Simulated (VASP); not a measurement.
Wanted: the native input for a VASP 6.6.1 run.

- Task: relaxation of cell and atoms
- Functional: r2SCAN
- Potentials or basis: VASP PAW PBE potentials, release 64 (B)
- Cutoff: 550 eV
- k mesh: 9 × 9 × 9
- Occupations: gaussian, width 0.02 eV
- Spin: no spin polarisation
- Dipole correction: no
- Further INCAR settings: ALGO = Normal; EDIFF = 1e-07; IBRION = 2; EDIFFG = -0.005; NSW = 100; ISIF = 3

B:

```
CELL_PARAMETERS angstrom
2.44920 1.41404 4.17472
-2.44920 1.41404 4.17472
0.00000 -2.82809 4.17472
ATOMIC_POSITIONS crystal
B 0.00997 0.65429 0.00997
B 0.00997 0.00997 0.65429
B 0.65429 0.00997 0.00997
B 0.34571 0.99003 0.99003
B 0.99003 0.34571 0.99003
B 0.99003 0.99003 0.34571
B 0.22057 0.63163 0.22057
B 0.22057 0.22057 0.63163
B 0.63163 0.22057 0.22057
B 0.36837 0.77943 0.77943
B 0.77943 0.36837 0.77943
B 0.77943 0.77943 0.36837
```

These files were run (other wordings do the same):

POSCAR

```
B
1.0
    2.4491963929      1.4140441968      4.1747204365
   -2.4491963929      1.4140441968      4.1747204365
    0.0000000000     -2.8280883935      4.1747204365
B
12
Direct
    0.0099700400      0.6542851200      0.0099700400
    0.0099700400      0.0099700400      0.6542851200
    0.6542851200      0.0099700400      0.0099700400
    0.3457148800      0.9900299600      0.9900299600
    0.9900299600      0.3457148800      0.9900299600
    0.9900299600      0.9900299600      0.3457148800
    0.2205655700      0.6316348300      0.2205655700
    0.2205655700      0.2205655700      0.6316348300
    0.6316348300      0.2205655700      0.2205655700
    0.3683651700      0.7794344300      0.7794344300
    0.7794344300      0.3683651700      0.7794344300
    0.7794344300      0.7794344300      0.3683651700
```

INCAR.step1

```
PREC     = Accurate       # precision mode
ENCUT    = 550            # plane-wave cutoff, eV
ISMEAR   = 0              # smearing method
SIGMA    = 0.02           # smearing width, eV
LREAL    = F              # projectors in reciprocal space
LASPH    = T              # aspherical terms in the spheres
NELM     = 120            # most SCF steps
GGA      = PE             # functional
ALGO     = Normal         # electronic algorithm
EDIFF    = 1E-5           # SCF threshold, eV
LWAVE    = T              # write WAVECAR
LCHARG   = F              # write CHGCAR
GGA_COMPAT= F            
IBRION   = 2              # ionic algorithm
ISIF     = 3              # what is computed and relaxed
EDIFFG   = -0.005         # ionic threshold
NELMIN   = 4            
NSW      = 100            # ionic steps
```

INCAR.step2

```
PREC     = Accurate       # precision mode
ENCUT    = 550            # plane-wave cutoff, eV
EDIFF    = 1E-7           # SCF threshold, eV
ISMEAR   = 0              # smearing method
SIGMA    = 0.02           # smearing width, eV
LREAL    = F              # projectors in reciprocal space
LASPH    = T              # aspherical terms in the spheres
NELM     = 120            # most SCF steps
ALGO     = Normal         # electronic algorithm
ISIF     = 3              # what is computed and relaxed
LWAVE    = F              # write WAVECAR
LCHARG   = F              # write CHGCAR
METAGGA  = R2SCAN         # meta-GGA
LMIXTAU  = T            
IBRION   = 2              # ionic algorithm
NSW      = 100            # ionic steps
EDIFFG   = -0.005         # ionic threshold
ISTART   = 1            
GGA_COMPAT= F            
NELMIN   = 4
```

KPOINTS

```
Automatic mesh
0
Gamma
  9 9 9
```

Potentials or basis: VASP PAW PBE potentials, release 64 (B).

The run is started by

```sh
$ cat potpaw_PBE.64/B/POTCAR > POTCAR
$ cp INCAR.step1 INCAR
$ mpirun -np 1 vasp_std > vasp.out
$ cp INCAR.step2 INCAR
$ mpirun -np 1 vasp_std > vasp.out
```

It gave:

The relaxed volume is 7.23 Å³/atom and the relaxed cell is a = 5.041 Å, b = 5.041 Å, c = 5.041 Å, α = 58.16°, β = 58.16°, γ = 58.16°. The space group after relaxing (to 0.1 Å) is R-3m (No. 166) and the energy gained by relaxing is 0.0 meV/atom. The ionic steps are 5. The pressure after relaxing is 0.0 GPa, the largest force after relaxing is 0.003 eV/Å and the band gap on the k mesh is 1.62 eV (least direct gap 2.03 eV).

Caveat: the PAW data sets were made with another functional, which shifts forces and pressure a little.

Run time: 24 min on 1 thread of Intel(R) Xeon(R) 6975P-C (Granite Rapids) (shared host), peak memory 0.34 GiB.
